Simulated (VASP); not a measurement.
# NaTc12 (a cell with a defect) in VASP: single point with PBE

Aim: the single point of NaTc12 (a cell with a defect) with PBE.

Program: VASP 6.6.1. These are calculated values, not measurements. Logs are shortened: lines on timing, memory, paths and dates and some standing lists are left out, and cuts for length are marked.

## Step 1: The cell of the first run

The cell holds a defect, 13 atoms: a = 5.480 Å, b = 8.220 Å, c = 4.395 Å, α = 90.00°, β = 90.00°, γ = 120.00°.

## Step 2: Single point, PBE

Contents of INCAR:

```
PREC = Accurate
ENCUT = 520
EDIFF = 1E-7
ISMEAR = -1
SIGMA = 0.15
LREAL = False
LASPH = True
NELM = 60
ALGO = Normal
ISIF = 2
LWAVE = False
LCHARG = False
GGA = PE
NBANDS = 94
```

Contents of KPOINTS:

```
Automatic mesh
0
Gamma
  3 2 3
```

Contents of POSCAR:

```
NaTc12
1.0
    5.4800000000      0.0000000000      0.0000000000
   -4.1100000000      7.1187290000      0.0000000000
    0.0000000000      0.0000000000      4.3949600000
Tc Na
12 1
Direct
   -0.0170058505     -0.0160955647     -0.0144009813
    0.1194295344      0.1895353804      0.5132794327
   -0.0069261012      0.3291585155     -0.0075935026
    0.1985327281      0.5197131998      0.4732570281
    0.0939757700      0.7182127837     -0.1836373570
    0.2089790902      0.9189526264      0.4172146174
    0.5425389475      0.0072313650     -0.0048504642
    0.6726439884      0.2102360483      0.5123320331
    0.4423979164      0.2795708450      0.0730575998
    0.5967317377      0.4869539522      0.6742075428
    0.4718466922      0.6687778655      0.0296039315
    0.6590794381      0.8657101058      0.5079888527
    0.8424746088      0.5950646772      0.2422344670
```

Potentials or basis: VASP PAW PBE potentials, release 64 (Tc_pv, Na_pv).

Command:

```
$ cat potpaw_PBE.64/Tc_pv/POTCAR potpaw_PBE.64/Na_pv/POTCAR > POTCAR
$ mpirun -np 1 vasp_std > vasp.out
```

OUTCAR:

```text
PREC = Accurate
   ENCUT = 520
   EDIFF = 1E-7
   ISMEAR = -1
   LREAL = False
   LASPH = True
   NELM = 60
   ISIF = 2
   GGA = PE

 ion  position               nearest neighbor table
   1  0.983  0.984  0.986-   6 2.47   9 2.50   7 2.52   2 2.54  12 2.60   5 2.65  11 2.71   2 2.74
                            12 2.76   3 2.81   6 2.95   7 2.98  13 3.10
   2  0.119  0.190  0.513-   9 2.47   4 2.53   8 2.54   6 2.54   1 2.54  12 2.60  10 2.63   3 2.65
                             1 2.74   3 2.80   9 2.90   8 2.95
   3  0.993  0.329  0.992-   4 2.53   7 2.56   8 2.60   2 2.65   4 2.68   9 2.71  11 2.72   8 2.75
                             2 2.80   1 2.81   9 2.86  13 2.91   5 3.06  10 3.21  10 3.34
   4  0.199  0.520  0.473-  11 2.39   5 2.49  10 2.49   2 2.53   3 2.53  13 2.54   3 2.68  12 2.70
                             8 2.73  11 2.81   6 3.26  10 3.29   9 3.38
   5  0.094  0.718  0.816-  13 2.24   6 2.27  11 2.48   4 2.49  10 2.50   7 2.54   1 2.65  13 2.81
                             6 3.01  12 3.02   3 3.06  11 3.36
   6  0.209  0.919  0.417-   5 2.27   7 2.45   1 2.47   8 2.51  13 2.52   2 2.54  12 2.74  12 2.85
                             1 2.95   9 2.99   7 3.00   5 3.01   4 3.26
   7  0.543  0.007  0.995-   6 2.45   1 2.52   5 2.54   3 2.56   8 2.57   9 2.58  11 2.61  12 2.66
                             8 2.70  12 2.75   1 2.98   6 3.00
   8  0.673  0.210  0.512-   6 2.51   9 2.52   2 2.54   7 2.57   3 2.60  10 2.61   7 2.70   4 2.73
                             3 2.75  12 2.80   2 2.95   9 2.95  13 3.06
   9  0.442  0.280  0.073-  10 2.29   2 2.47   1 2.50   8 2.52  13 2.53   7 2.58   3 2.71   3 2.86
                             2 2.90   8 2.95   6 2.99  10 3.03  11 3.13   4 3.38
  10  0.597  0.487  0.674-  13 2.24   9 2.29  11 2.48   4 2.49   5 2.50   8 2.61   2 2.63  13 2.76
                             9 3.03  12 3.05   3 3.21   4 3.29   3 3.34
  11  0.472  0.669  0.030-   4 2.39  10 2.48   5 2.48  12 2.54  13 2.57   7 2.61  12 2.70   1 2.71
                             3 2.72   4 2.81   9 3.13   5 3.36
  12  0.659  0.866  0.508-  11 2.54   2 2.60   1 2.60   7 2.66  11 2.70   4 2.70   6 2.74   7 2.75
                             1 2.76   8 2.80   6 2.85   5 3.02  10 3.05  13 3.09
  13  0.842  0.595  0.242-  10 2.24   5 2.24   6 2.52   9 2.53   4 2.54  11 2.57  10 2.76   5 2.81
                             3 2.91   8 3.06  12 3.09   1 3.10

  LATTYP: Found a simple monoclinic cell.
 ALAT       =     5.4800000000
 B/A-ratio  =     0.8020000000
 C/A-ratio  =     1.3228756879
 COS(beta)  =    -0.1889822319

  Lattice vectors:

 A1 = (   5.4800000000,   0.0000000000,   0.0000000000)
 A2 = (   0.0000000000,   0.0000000000,   4.3949600000)
 A3 = (  -1.3700000000,  -7.1187290000,   0.0000000000)

Analysis of symmetry for initial positions (statically):
=====================================================================
 Subroutine PRICEL returns:
 Original cell was already a primitive cell.

 Routine SETGRP: Setting up the symmetry group for a
 simple monoclinic supercell.

 Subroutine GETGRP returns: Found  1 space group operations
 (whereof  1 operations were pure point group operations)
 out of a pool of  4 trial point group operations.

The static configuration has the point symmetry C_1 .

Analysis of symmetry for dynamics (positions and initial velocities):
=====================================================================
 Subroutine PRICEL returns:
 Original cell was already a primitive cell.

 Routine SETGRP: Setting up the symmetry group for a
 simple monoclinic supercell.

 Subroutine GETGRP returns: Found  1 space group operations
 (whereof  1 operations were pure point group operations)
 out of a pool of  4 trial point group operations.

The dynamic configuration has the point symmetry C_1 .

 Subroutine INISYM returns: Found  1 space group operations
 (whereof  1 operations are pure point group operations),
 and found     1 'primitive' translations

----------------------------------------------------------------------------------------

                                     Primitive cell

  volume of cell :     171.4502

  direct lattice vectors                    reciprocal lattice vectors
     5.480000000  0.000000000  0.000000000     0.182481752  0.105355886  0.000000000
    -4.110000000  7.118729000  0.000000000     0.000000000  0.140474514  0.000000000
     0.000000000  0.000000000  4.394960000     0.000000000  0.000000000  0.227533356

  length of vectors
     5.480000000  8.220000157  4.394960000     0.210711776  0.140474514  0.227533356

  position of ions in fractional coordinates (direct lattice)
     0.982994150  0.983904435  0.985599019
[... 70 lines left out ...]
 ===========================================

 Found     10 irreducible k-points:

 Following reciprocal coordinates:
            Coordinates               Weight
  0.000000  0.000000  0.000000      1.000000
  0.333333  0.000000  0.000000      2.000000
  0.000000  0.500000  0.000000      1.000000
  0.333333  0.500000  0.000000      2.000000
  0.000000  0.000000  0.333333      2.000000
  0.333333  0.000000  0.333333      2.000000
 -0.333333 -0.000000  0.333333      2.000000
  0.000000  0.500000  0.333333      2.000000
  0.333333  0.500000  0.333333      2.000000
 -0.333333  0.500000  0.333333      2.000000
   k-points           NKPTS =     10   k-points in BZ     NKDIM =     10   number of bands    NBANDS=     94
   number of dos      NEDOS =    301   number of ions     NIONS =     13
   total plane-waves  NPLWV =  96768
   dimension x,y,z NGX =    42 NGY =   64 NGZ =   36
   dimension x,y,z NGXF=    84 NGYF=  128 NGZF=   72
   ions per type =              12   1
   NGX,Y,Z   is equivalent  to a cutoff of  12.74, 12.94, 13.62 a.u.
   NGXF,Y,Z  is equivalent  to a cutoff of  25.48, 25.89, 27.24 a.u.
 SYSTEM =  unknown system
   PREC   = accura    normal or accurate (medium, high low for compatibility)
   ISTART =      0    job   : 0-new  1-cont  2-samecut
   ICHARG =      2    charge: 1-file 2-atom 10-const
   ISPIN  =      1    spin polarized calculation?
   LNONCOLLINEAR =      F non collinear calculations
   LSORBIT =      F    spin-orbit coupling
   LASPH  =      T    aspherical Exc in radial PAW
   ENCUT  =  520.0 eV  38.22 Ry    6.18 a.u.  10.19 15.28  8.17*2*pi/ulx,y,z
   NELM   =     60;   NELMIN=  2; NELMDL= -5     # of ELM steps
   EDIFF  = 0.1E-06   stopping-criterion for ELM
   LREAL  =      F    real-space projection
   EDIFFG = 0.1E-05   stopping-criterion for IOM
   NSW    =      0    number of steps for IOM
   IBRION =     -1    ionic relax: 0-MD 1-quasi-New 2-CG
   NFREE  =      0    steps in history (QN), initial steepest desc. (CG)
   ISIF   =      2    stress and relaxation
   ISYM   =      2    0-nonsym 1-usesym 2-fastsym
   POTIM  = 0.5000    time-step for ionic-motion
   TEBEG  =    0.0;   TEEND  =   0.0 temperature during run
   PSTRESS=    0.0 pullay stress
   NELECT =     163.0000    total number of electrons
   NUPDOWN=      -1.0000    fix difference up-down
   EMIN   =  10.00;   EMAX   =-10.00  energy-range for DOS
   EFERMI =   0.00;   METHOD = LEGACY
   ISMEAR =    -1;   SIGMA  =   0.15  broadening in eV -4-tet -1-fermi 0-gaus
   EFERMI_NEDOS =   21; number of points for ismear=-14 and -15
   IALGO  =     38    algorithm
   IMIX   =      4    mixing-type and parameters
     AMIX     =   0.40;   BMIX     =  1.00
     AMIX_MAG =   1.60;   BMIX_MAG =  1.00
  volume/ion in A,a.u.               =      13.19        89.00
  Fermi-wavevector in a.u.,A,eV,Ry     =   1.609749  3.041984 35.256648  2.591290
  Thomas-Fermi vector in A             =   2.705409
   LORBIT       =      0    0 simple, 1 ext, 2 COOP (PROOUT), +10 PAW based schemes
   GGA     = PE    functional components
   LHFCALC =     F    Hartree Fock is set to
   AEXX    =    0.0000 exact exchange contribution
   IVDW    =     0    specifies the selected vdW correction
   LEPSILON=     F    determine dielectric tensor
   LRPA    =     F    only Hartree local field effects (RPA)
 non-spin polarized calculation
  energy-cutoff  :      520.00
  volume of cell :      171.45
 maximum number of plane-waves:      4639
 NGX is ok and might be reduce to    42
   NGX = 21   NGY = 31   NGZ = 17

 number of electron     162.9999994 magnetization

 Free energy of the ion-electron system (eV)
  ---------------------------------------------------
  ext. energy  EPLUGINS =         0.00000000
  ---------------------------------------------------
  free energy    TOTEN  =      -116.88742340 eV

  energy without entropy =     -116.13414553  energy(sigma->0) =     -116.51078447

 E-fermi :  13.6016     XC(G=0): -13.9447

 val. band max:       13.5850333675   @ k =  -0.3333  -0.0000   0.3333
 cond. band min:      13.6196679018   @ k =   0.3333   0.0000   0.0000
 fundamental gap:      0.0346345342
 Fermi energy:        13.6015688777

 k-point     1 :       0.0000    0.0000    0.0000
  band No.  band energies     occupation
      1     -26.6511      2.00000
      2     -26.4249      2.00000
      3     -26.2087      2.00000
      4     -26.1949      2.00000
      5     -26.1051      2.00000
      6     -26.0676      2.00000
[... 949 lines left out ...]
     92      15.1955      0.00005
     93      15.4806      0.00001
 [bands above 93 left out]

------------------------ aborting loop because EDIFF is reached ----------------------------------------

  FORCE on cell =-STRESS in cart. coord.  units (eV):
  Direction    XX          YY          ZZ          XY          YZ          ZX
  --------------------------------------------------------------------------------------
  -------------------------------------------------------------------------------------
  Total       34.1493957     49.9376912     54.8997625      8.3176589     -6.2662696     -1.2026545
  in kB      319.1212027    466.6605586    513.0304025     77.7273284    -58.5573904    -11.2386337
  external PRESSURE =     432.9373879 kB  Pullay stress =       0.0000000 kB

 VOLUME and BASIS-vectors are now :
 -----------------------------------------------------------------------------
  energy-cutoff  :      520.00
  volume of cell :      171.45
      direct lattice vectors                 reciprocal lattice vectors
     5.480000000  0.000000000  0.000000000     0.182481752  0.105355886  0.000000000
    -4.110000000  7.118729000  0.000000000     0.000000000  0.140474514  0.000000000
     0.000000000  0.000000000  4.394960000     0.000000000  0.000000000  0.227533356

 POSITION                                       TOTAL-FORCE (eV/Angst)
 -----------------------------------------------------------------------------------
      1.34296      7.00415      4.33167        -0.050662      0.023581      0.026911
     -0.12452      1.34925      2.25584        -0.031815     -0.003862     -0.034739
      4.08920      2.34319      4.36159         0.025169     -0.004241      0.004520
     -1.04806      3.69970      2.07995         0.010570     -0.007232      0.014512
     -2.43687      5.11276      3.58788         0.017537      0.039988     -0.067103
     -2.63169      6.54177      1.83364         0.048690      0.064110     -0.019034
      2.94339      0.05148      4.37364         0.069211     -0.060708      0.033680
      2.82202      1.49661      2.25168         0.025616     -0.015832     -0.040750
      1.27530      1.99019      0.32109        -0.030562      0.001873      0.043497
      1.26871      3.46649      2.96312        -0.026985     -0.065948      0.062885
     -0.16296      4.76085      0.13011        -0.019823     -0.001981     -0.005082
      0.05369      6.16276      2.23259        -0.011541      0.012282     -0.022115
      2.17105      4.23610      1.06461        -0.025405      0.017970      0.002817
 -----------------------------------------------------------------------------------
    total drift:                                0.000201     -0.000192     -0.000088

  FREE ENERGIE OF THE ION-ELECTRON SYSTEM (eV)
  ---------------------------------------------------
  free  energy   TOTEN  =      -116.8874234024 eV

  energy  without entropy=     -116.1341455295  energy(sigma->0) =     -116.51078447
```

Run time: 5.9 min. Hardware: 1 thread of AMD EPYC 7R43 (Zen 3), shared host; peak memory 0.31 GiB.

What came out:

```
Free energy            : -116.8874 eV
Pressure               : 43.3 GPa
Largest force          : 0.098 eV/Å
Band gap on the k mesh : zero (an odd number of electrons rules out a gap without spin polarisation)
```

Forces on the atoms (eV/Å):
```
Tc  -0.051  0.024  0.027
Tc  -0.032 -0.004 -0.035
Tc   0.025 -0.004  0.005
Tc   0.011 -0.007  0.015
Tc   0.018  0.040 -0.067
Tc   0.049  0.064 -0.019
Tc   0.069 -0.061  0.034
Tc   0.026 -0.016 -0.041
Tc  -0.031  0.002  0.043
Tc  -0.027 -0.066  0.063
Tc  -0.020 -0.002 -0.005
Tc  -0.012  0.012 -0.022
Na  -0.025  0.018  0.003
```

Stress tensor (GPa, compression positive):
```
31.91  7.77 -1.12
 7.77 46.67 -5.86
-1.12 -5.86 51.30
```

Caveat: the k points lie up to 0.48 Å⁻¹ apart, too coarse for converged energies and pressures of a metal.

The gap in the log of VASP goes by the Fermi energy; the results here count the filled bands.